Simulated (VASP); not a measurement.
# TaN (Fm-3m) in VASP: settings compared

TaN is run at these levels: revPBE+D3(BJ), RPBE, PBE, LDA; tasks: single point, relaxation of cell and atoms.

All numbers are computed with VASP 6.6.1; they aren't measurements. Logs are shortened: lines on timing, memory, paths and dates and some standing lists are left out, and cuts for length are marked.

## Step 1: The cell of the first run

It takes space group Fm-3m (No. 225, cubic). The conventional cell has a = 4.371 Å, b = 4.371 Å, c = 4.371 Å, α = 90.00°, β = 90.00°, γ = 90.00°. Within 2.9 Å of Ta (site symmetry m-3m) lie 6 N at 2.19 Å. Within 2.9 Å of N (site symmetry m-3m) lie 6 Ta at 2.19 Å.

## Step 2: Single point, revPBE+D3(BJ)

INCAR reads:

```
  PREC = Accurate
  ENCUT = 520
  EDIFF = 1E-7
  ISMEAR = -1
  SIGMA = 0.05
  LREAL = F
  LASPH = T
  NELM = 100
  ALGO = Normal
  ISIF = 2
  LWAVE = F
  LCHARG = F
  GGA = RE
  IVDW = 12
  NBANDS = 15
```

KPOINTS reads:

```
Automatic mesh
0
Gamma
  10 10 10
```

POSCAR reads:

```
TaN
1.0
    0.0000000000      2.1856309556      2.1856309556
    2.1856309556      0.0000000000      2.1856309556
    2.1856309556      2.1856309556      0.0000000000
Ta N
1 1
Direct
    0.5000000000      0.5000000000      0.5000000000
    0.0000000000      0.0000000000      0.0000000000
```

Potentials or basis: VASP PAW PBE potentials, release 64 (Ta_pv, N).

Run with:

```
$ cat potpaw_PBE.64/Ta_pv/POTCAR potpaw_PBE.64/N/POTCAR > POTCAR
$ mpirun -np 1 vasp_std > vasp.out
```

OUTCAR:

```text
PREC = Accurate
   ENCUT = 520
   EDIFF = 1E-7
   ISMEAR = -1
   LREAL = F
   LASPH = T
   NELM = 100
   ISIF = 2
   GGA = RE
   IVDW = 12
 IVDW          = 12

 ion  position               nearest neighbor table
   1  0.500  0.500  0.500-   2 2.19   2 2.19   2 2.19   2 2.19   2 2.19   2 2.19
   2  0.000  0.000  0.000-   1 2.19   1 2.19   1 2.19   1 2.19   1 2.19   1 2.19

  LATTYP: Found a face centered cubic cell.
 ALAT       =     4.3712619112

  Lattice vectors:

 A1 = (   0.0000000000,   2.1856309556,   2.1856309556)
 A2 = (   2.1856309556,   0.0000000000,   2.1856309556)
 A3 = (   2.1856309556,   2.1856309556,   0.0000000000)

Analysis of symmetry for initial positions (statically):
=====================================================================
 Subroutine PRICEL returns:
 Original cell was already a primitive cell.

 Routine SETGRP: Setting up the symmetry group for a
 face centered cubic supercell.

 Subroutine GETGRP returns: Found 48 space group operations
 (whereof 48 operations were pure point group operations)
 out of a pool of 48 trial point group operations.

The static configuration has the point symmetry O_h .

Analysis of symmetry for dynamics (positions and initial velocities):
=====================================================================
 Subroutine PRICEL returns:
 Original cell was already a primitive cell.

 Routine SETGRP: Setting up the symmetry group for a
 face centered cubic supercell.

 Subroutine GETGRP returns: Found 48 space group operations
 (whereof 48 operations were pure point group operations)
 out of a pool of 48 trial point group operations.

The dynamic configuration has the point symmetry O_h .

 Subroutine INISYM returns: Found 48 space group operations
 (whereof 48 operations are pure point group operations),
 and found     1 'primitive' translations

----------------------------------------------------------------------------------------

                                     Primitive cell

  volume of cell :      20.8814

  direct lattice vectors                    reciprocal lattice vectors
     0.000000000  2.185630956  2.185630956    -0.228766892  0.228766892  0.228766892
     2.185630956  0.000000000  2.185630956     0.228766892 -0.228766892  0.228766892
     2.185630956  2.185630956  0.000000000     0.228766892  0.228766892 -0.228766892

  length of vectors
     3.090948940  3.090948940  3.090948940     0.396235879  0.396235879  0.396235879

  position of ions in fractional coordinates (direct lattice)
     0.500000000  0.500000000  0.500000000
     0.000000000  0.000000000  0.000000000

  ion indices of the primitive-cell ions
   primitive index   ion index
                 1           1
                 2           2

----------------------------------------------------------------------------------------

 KPOINTS: Automatic mesh

Automatic generation of k-mesh.
 Grid dimensions read from file:
 generate k-points for:   10   10   10

 Generating k-lattice:

  Cartesian coordinates                     Fractional coordinates (reciprocal lattice)
    -0.022876689  0.022876689  0.022876689     0.100000000  0.000000000  0.000000000
     0.022876689 -0.022876689  0.022876689     0.000000000  0.100000000  0.000000000
     0.022876689  0.022876689 -0.022876689     0.000000000  0.000000000  0.100000000

  Length of vectors
     0.039623588  0.039623588  0.039623588

  Shift w.r.t. Gamma in fractional coordinates (k-lattice)
     0.000000000  0.000000000  0.000000000

 Subroutine IBZKPT returns following result:
 ===========================================

 Found     47 irreducible k-points:

 Following reciprocal coordinates:
            Coordinates               Weight
  0.000000  0.000000  0.000000      1.000000
  0.100000  0.000000  0.000000      8.000000
  0.200000  0.000000  0.000000      8.000000
  0.300000  0.000000  0.000000      8.000000
  0.400000  0.000000  0.000000      8.000000
  0.500000  0.000000  0.000000      4.000000
[... 16 lines left out ...]
  0.300000  0.300000  0.000000      6.000000
  0.400000  0.300000  0.000000     24.000000
 [... further k-points ...]
   k-points           NKPTS =     47   k-points in BZ     NKDIM =     47   number of bands    NBANDS=     15
   number of dos      NEDOS =    301   number of ions     NIONS =      2
   total plane-waves  NPLWV =  13824
   dimension x,y,z NGX =    24 NGY =   24 NGZ =   24
   dimension x,y,z NGXF=    48 NGYF=   48 NGZF=   48
   ions per type =               1   1
   NGX,Y,Z   is equivalent  to a cutoff of  12.91, 12.91, 12.91 a.u.
   NGXF,Y,Z  is equivalent  to a cutoff of  25.82, 25.82, 25.82 a.u.
 SYSTEM =  unknown system
   PREC   = accura    normal or accurate (medium, high low for compatibility)
   ISTART =      0    job   : 0-new  1-cont  2-samecut
   ICHARG =      2    charge: 1-file 2-atom 10-const
   ISPIN  =      1    spin polarized calculation?
   LNONCOLLINEAR =      F non collinear calculations
   LSORBIT =      F    spin-orbit coupling
   LASPH  =      T    aspherical Exc in radial PAW
   ENCUT  =  520.0 eV  38.22 Ry    6.18 a.u.   5.75  5.75  5.75*2*pi/ulx,y,z
   NELM   =    100;   NELMIN=  2; NELMDL= -5     # of ELM steps
   EDIFF  = 0.1E-06   stopping-criterion for ELM
   LREAL  =      F    real-space projection
   EDIFFG = 0.1E-05   stopping-criterion for IOM
   NSW    =      0    number of steps for IOM
   IBRION =     -1    ionic relax: 0-MD 1-quasi-New 2-CG
   NFREE  =      0    steps in history (QN), initial steepest desc. (CG)
   ISIF   =      2    stress and relaxation
   ISYM   =      2    0-nonsym 1-usesym 2-fastsym
   POTIM  = 0.5000    time-step for ionic-motion
   TEBEG  =    0.0;   TEEND  =   0.0 temperature during run
   PSTRESS=    0.0 pullay stress
   NELECT =      16.0000    total number of electrons
   NUPDOWN=      -1.0000    fix difference up-down
   EMIN   =  10.00;   EMAX   =-10.00  energy-range for DOS
   EFERMI =   0.00;   METHOD = LEGACY
   ISMEAR =    -1;   SIGMA  =   0.05  broadening in eV -4-tet -1-fermi 0-gaus
   EFERMI_NEDOS =   21; number of points for ismear=-14 and -15
   IALGO  =     38    algorithm
   IMIX   =      4    mixing-type and parameters
     AMIX     =   0.40;   BMIX     =  1.00
     AMIX_MAG =   1.60;   BMIX_MAG =  1.00
  volume/ion in A,a.u.               =      10.44        70.46
  Fermi-wavevector in a.u.,A,eV,Ry     =   1.498056  2.830915 30.533803  2.244171
  Thomas-Fermi vector in A             =   2.609864
   LORBIT       =      0    0 simple, 1 ext, 2 COOP (PROOUT), +10 PAW based schemes
   GGA     = RE    functional components
   LHFCALC =     F    Hartree Fock is set to
   AEXX    =    0.0000 exact exchange contribution
   IVDW    =    12    specifies the selected vdW correction
   LEPSILON=     F    determine dielectric tensor
   LRPA    =     F    only Hartree local field effects (RPA)
 non-spin polarized calculation
  energy-cutoff  :      520.00
  volume of cell :       20.88
 maximum number of plane-waves:       588
   NGX = 11   NGY = 11   NGZ = 11

 number of electron      16.0000001 magnetization

 Free energy of the ion-electron system (eV)
  ---------------------------------------------------
  ext. energy  EPLUGINS =         0.00000000
  ---------------------------------------------------
  free energy    TOTEN  =       -20.94101809 eV

  energy without entropy =      -20.93538839  energy(sigma->0) =      -20.93820324

 E-fermi :   9.8616     XC(G=0): -13.4961

 val. band max:        9.7602475700   @ k =  -0.2000   0.2000   0.0000
 cond. band min:       9.8986118952   @ k =  -0.3000   0.3000   0.1000
 fundamental gap:      0.1383643252
 Fermi energy:         9.8615930693

 k-point     1 :       0.0000    0.0000    0.0000
  band No.  band energies     occupation
      1     -25.9511      2.00000
      2     -25.9511      2.00000
      3     -25.9511      2.00000
      4      -9.2282      2.00000
      5       5.9556      2.00000
      6       5.9556      2.00000
      7       5.9556      2.00000
      8       7.6760      2.00000
      9       7.6760      2.00000
     10       7.6760      2.00000
     11       9.9044      0.59662
     12       9.9044      0.59661
     13      11.4870      0.00000
     14      19.2181      0.00000
     15      22.2543      0.00000

 k-point     2 :       0.1000    0.0000    0.0000
  band No.  band energies     occupation
      1     -26.0450      2.00000
      2     -25.9596      2.00000
      3     -25.9596      2.00000
      4      -8.9808      2.00000
      5       4.8322      2.00000
      6       5.1911      2.00000
      7       5.1911      2.00000
      8       8.0435      2.00000
      9       8.0435      2.00000
     10       8.1192      2.00000
     11      10.8469      0.00000
     12      10.8469      0.00000
     13      12.1906      0.00000
     14      19.9694      0.00000
     15      22.2540      0.00000

 k-point     3 :       0.2000    0.0000    0.0000
  band No.  band energies     occupation
      1     -26.2827      2.00000
      2     -25.9815      2.00000
      3     -25.9815      2.00000
      4      -8.3070      2.00000
      5       2.9725      2.00000
      6       3.9738      2.00000
      7       3.9738      2.00000
      8       8.6802      2.00000
      9       8.8771      2.00000
     10       8.8771      2.00000
     11      12.7853      0.00000
     12      12.7853      0.00000
     13      13.6583      0.00000
     14      21.7146      0.00000
     15      22.2540      0.00000

 k-point     4 :       0.3000    0.0000    0.0000
  band No.  band energies     occupation
      1     -26.5624      2.00000
      2     -26.0084      2.00000
      3     -26.0084      2.00000
      4      -7.3905      2.00000
      5       1.2064      2.00000
      6       2.9708      2.00000
      7       2.9708      2.00000
      8       9.5174      1.99795
      9      10.0457      0.04913
     10      10.0457      0.04913
     11      14.8387      0.00000
     12      14.8992      0.00000
     13      14.8992      0.00000
     14      22.2038      0.00000
     15      22.3642      0.00000
[... 307 lines left out ...]
 k-point    22 :      -0.2000    0.2000    0.0000
  band No.  band energies     occupation
      1     -26.5118      2.00000
      2     -26.1825      2.00000
      3     -25.9986      2.00000
      4      -7.3166      2.00000
      5       1.1029      2.00000
      6       2.6976      2.00000
      7       3.4778      2.00000
      8       9.3982      1.99981
      9       9.7602      1.76719
     10      11.5743      0.00000
     11      12.1342      0.00000
     12      15.9637      0.00000
     13      16.5028      0.00000
     14      22.2367      0.00000
     15      22.7612      0.00000

 k-point    23 :       0.3000    0.3000    0.0000
  band No.  band energies     occupation
      1     -26.4901      2.00000
      2     -26.1491      2.00000
      3     -26.1491      2.00000
      4      -7.7793      2.00000
      5       1.5499      2.00000
      6       4.8734      2.00000
      7       4.8734      2.00000
      8       5.1536      2.00000
      9      11.1836      0.00000
     10      12.3231      0.00000
     11      12.3231      0.00000
     12      12.9039      0.00000
     13      18.3524      0.00000
     14      22.2417      0.00000
     15      23.1314      0.00000

 k-point    24 :       0.4000    0.3000    0.0000
  band No.  band energies     occupation
      1     -26.5971      2.00000
      2     -26.2080      2.00000
      3     -26.1805      2.00000
      4      -7.6470      2.00000
      5       1.7853      2.00000
      6       3.8449      2.00000
      7       4.5563      2.00000
      8       5.8854      2.00000
      9      12.0719      0.00000
     10      12.8429      0.00000
     11      12.9247      0.00000
     12      13.8736      0.00000
     13      18.4480      0.00000
     14      20.7470      0.00000
     15      22.2628      0.00000

 [... further k-points ...]

------------------------ aborting loop because EDIFF is reached ----------------------------------------

 Edisp (eV)   -1.78702

 E8    (eV) :    -1.2702

  FORCE on cell =-STRESS in cart. coord.  units (eV):
  Direction    XX          YY          ZZ          XY          YZ          ZX
  --------------------------------------------------------------------------------------
  -------------------------------------------------------------------------------------
  Total       0.10528     0.10528     0.10528     0.00000     0.00000     0.00000
  in kB       8.07816     8.07816     8.07816     0.00000     0.00000     0.00000
  external pressure =        8.08 kB  Pullay stress =        0.00 kB

 VOLUME and BASIS-vectors are now :
 -----------------------------------------------------------------------------
  energy-cutoff  :      520.00
  volume of cell :       20.88
      direct lattice vectors                 reciprocal lattice vectors
     0.000000000  2.185630956  2.185630956    -0.228766892  0.228766892  0.228766892
     2.185630956  0.000000000  2.185630956     0.228766892 -0.228766892  0.228766892
     2.185630956  2.185630956  0.000000000     0.228766892  0.228766892 -0.228766892

 POSITION                                       TOTAL-FORCE (eV/Angst)
 -----------------------------------------------------------------------------------
      2.18563      2.18563      2.18563        -0.000000     -0.000000      0.000000
      0.00000      0.00000      0.00000         0.000000      0.000000     -0.000000
 -----------------------------------------------------------------------------------
    total drift:                                0.000000     -0.000000     -0.000000

  FREE ENERGIE OF THE ION-ELECTRON SYSTEM (eV)
  ---------------------------------------------------
  free  energy   TOTEN  =       -22.7280361478 eV

  energy  without entropy=      -22.7224064439  energy(sigma->0) =      -22.72522130
```

It took 6.1 s on 1 thread of Intel Xeon 6975P-C, shared host; peak memory 0.16 GiB.

Results:

```
Free energy                : -22.7280 eV
Pressure                   : 0.8 GPa
Band gap on the k mesh     : zero (band 8 reaches 11.79 eV, above the bottom of band 9 at 7.68 eV)
Dispersion energy per atom : -0.894 eV
```

Levels at points of the mesh, in eV from the Fermi level:
```
           k point  band 6  band 7  band 8  band 9  band 10  band 11
(0.00, 0.00, 0.00)   -3.91   -3.91   -2.19   -2.19    -2.19     0.04
(0.50, 0.00, 0.00)   -7.74   -7.74    1.93    1.93     2.03     3.83
(0.50, 0.50, 0.00)   -5.62   -4.71   -4.71    2.15     3.61     3.61
```

Caveat: the PAW data sets were made with another functional, which shifts forces and pressure a little; spin-orbit coupling is left out, which moves the levels of the heavy elements; pairwise dispersion overbinds metals, which lowers pressure and volume.

[end of part 1 of 3]
